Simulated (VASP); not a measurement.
Runs of VASP 6.6.1 on NaI. The structure is cubic, space group Fm-3m (No. 225). The conventional cell has a = 6.459 Å, b = 6.459 Å, c = 6.459 Å, α = 90.00°, β = 90.00°, γ = 90.00°. Within 4.2 Å of Na (site symmetry m-3m) lie 6 I at 3.23 Å. I (site symmetry m-3m) has 6 Na at 3.23 Å within 4.2 Å. 

| level | k mesh | smearing | grid for exact exchange (PRECFOCK) | share of exact exchange | screening parameter | gap on the mesh (eV) | pressure (GPa) |
| --- | --- | --- | --- | --- | --- | --- | --- |
| PBE | 6 × 6 × 6 | gaussian 0.01 eV | - | - | - | 3.66 | 0.5 |
| r2SCAN | 6 × 6 × 6 | gaussian 0.01 eV | - | - | - | 4.46 | -0.1 |
| PBE | 2 × 2 × 2 | gaussian 0.01 eV | - | - | - | (b) | 2.8 |
| HSE06 | 4 × 4 × 4 | gaussian 0.01 eV | Normal | 0.25 | 0.2079 1/Å | 4.67 | (a) |
| PBE | 6 × 6 × 6 | methfessel-paxton 0.001 eV | - | - | - | 3.66 | 0.5 |

Alike in all rows: task single point; potentials or basis VASP PAW PBE potentials, release 64 (Na_pv, I); no spin polarisation; cell as given; cutoff (eV) 520.

Task: Estimate the missing entries.

Result: (a) 0.3; (b) 3.59.

Caveats: some runs use coarse meshes; spin-orbit coupling is left out, which moves the levels of the heavy elements; the PAW data sets were made with another functional, which shifts forces and pressure a little (at least some runs).

A k mesh can miss the band edges, and the runs leave out spin-orbit coupling on I.
